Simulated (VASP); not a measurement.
The system is TiB4.

```
Ti B
1.0
     3.66612    0.00000    0.00000
     0.00000    3.66612    0.00000
     0.00000    0.00000    3.66612
Ti B
1 4
Direct
  0.00000 0.00000 0.00000
  0.25000 0.25000 0.25000
  0.75000 0.75000 0.25000
  0.25000 0.75000 0.75000
  0.75000 0.25000 0.75000
```

| Property | Result |
| --- | --- |
| Program | VASP 6.6.1 |
| Task | relaxation of cell and atoms |
| Functional | PBE |
| Potentials or basis | VASP PAW PBE potentials, release 64 (Ti_sv, B) |
| Cutoff | 600 eV |
| k mesh | 6 × 6 × 6 |
| Occupations | gaussian, width 0.1 eV |
| Spin | no spin polarisation |

At the start: pressure 69.5 GPa; volume 9.85 Å³/atom.

Question: How do energy, volume and symmetry change on relaxing?

Answer: Over 12 steps the energy falls by 3537.4 meV/atom and the volume is 10.53 Å³/atom (+6.8 %); space group P-43m (No. 215, to 0.05 Å).

The path:
```tsv
step	energy change (eV)	largest force (eV/Å)	pressure (GPa)	volume (Å³)
1	0.0000	15.6968	69.48	49.27
2	-13.4528	3.7279	-10.85	86.47
3	-15.8349	1.6641	-23.84	70.97
4	-15.8428	1.7844	-23.63	70.39
5	-15.8375	2.0383	-23.03	69.18
6	-17.4065	2.5560	1.81	54.47
7	-17.5301	0.8613	-6.50	57.05
8	-17.5311	0.9860	-5.94	56.82
9	-17.6807	0.1802	-2.11	53.49
10	-17.6811	0.2419	-1.88	53.32
11	-17.6838	0.1802	1.49	52.16
12	-17.6870	0.0057	0.00	52.65
```

Final structure:
```
Ti B
1.0
     3.74798    0.00000    0.00000
     0.00000    3.74798    0.00000
     0.00000    0.00000    3.74798
Ti B
1 4
Direct
  0.00000 0.00000 0.00000
  0.33703 0.33703 0.33703
  0.66297 0.66297 0.33703
  0.33703 0.66297 0.66297
  0.66297 0.33703 0.66297
```
